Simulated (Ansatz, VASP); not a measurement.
## Two plane-wave programs on Os

```
CELL_PARAMETERS angstrom
2.75218 0.28208 0.02886
1.13081 2.52239 0.11506
-0.02701 -0.18645 4.31181
ATOMIC_POSITIONS crystal
Os 0.62021 0.82950 0.86719
Os 0.95350 0.16292 0.36720
```

Alike in both runs: functional PBE; k mesh 6 × 6 × 4; occupations gaussian, width 0.1 eV; no spin polarisation.

Ansatz relaxed the structure, and its values are those at the end. VASP's run is a single point on that final structure, the one shown.

```csv
,VASP,Ansatz
version,VASP 6.6.1,Ansatz 0.2.0
potentials or method,"VASP PAW PBE potentials, release 64 (Os), cutoff 520 eV","scalar-relativistic, plane waves, PAW"
valence electrons in the cell,16,32
```

|  | VASP | Ansatz | Ansatz less VASP |
| --- | --- | --- | --- |
| gap on the k mesh at the Fermi level (eV) | none | none | - |
| pressure (GPa) | -0.1 | 0.1 | +0.25 |

A gap of «none» marks a metal or a gap that the smearing closes. The functional is the same, so the differences come from potentials, cutoffs and numerics. VASP's potentials hold 16 valence electrons a cell and Ansatz's 32, so a difference there can come from the potentials and not from the codes.

The k mesh is coarse, so the values compare programs but aren't converged. Neither program's run includes spin-orbit coupling.
